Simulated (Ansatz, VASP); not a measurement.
# Si2W: VASP beside Ansatz

```
Si W
1.0
     4.55528    0.00000    0.00000
    -2.27764    3.94499    0.00000
     0.00000    0.00000    6.56115
Si W
6 3
Cartesian
  2.2776 2.6534 3.2806
  -1.1591 3.2992 5.4676
  1.1591 3.2992 1.0935
  0.0000 1.2916 3.2806
  3.4367 0.6458 5.4676
  1.1185 0.6458 1.0935
  -1.1388 1.9725 1.0935
  1.1388 1.9725 5.4676
  2.2776 0.0000 3.2806
```

Alike in both runs: functional LDA; k mesh 12 × 12 × 8; occupations fermi-dirac, width 0.15 eV; no spin polarisation.

Ansatz relaxed the structure, and its values are those at the end. VASP's run is a single point on that final structure, the one shown.

```csv
,VASP,Ansatz
version,VASP 6.6.1,Ansatz 0.2.0
potentials or method,"VASP PAW LDA potentials, release 64 (Si, W_sv), cutoff 520 eV","scalar-relativistic, plane waves, PAW"
valence electrons in the cell,66,66
```

```tsv
	VASP	Ansatz	Ansatz less VASP
gap on the k mesh at the Fermi level (eV)	none	none	-
pressure (GPa)	0.7	0.0	-0.71
```

Ansatz warns that its potentials were made for another functional, while VASP's fit it. LDA's correlation is that of Perdew and Zunger in VASP and of Perdew and Wang (1992) in Ansatz. A gap of «none» marks a metal or a gap that the smearing closes.

Spin-orbit coupling is off throughout.
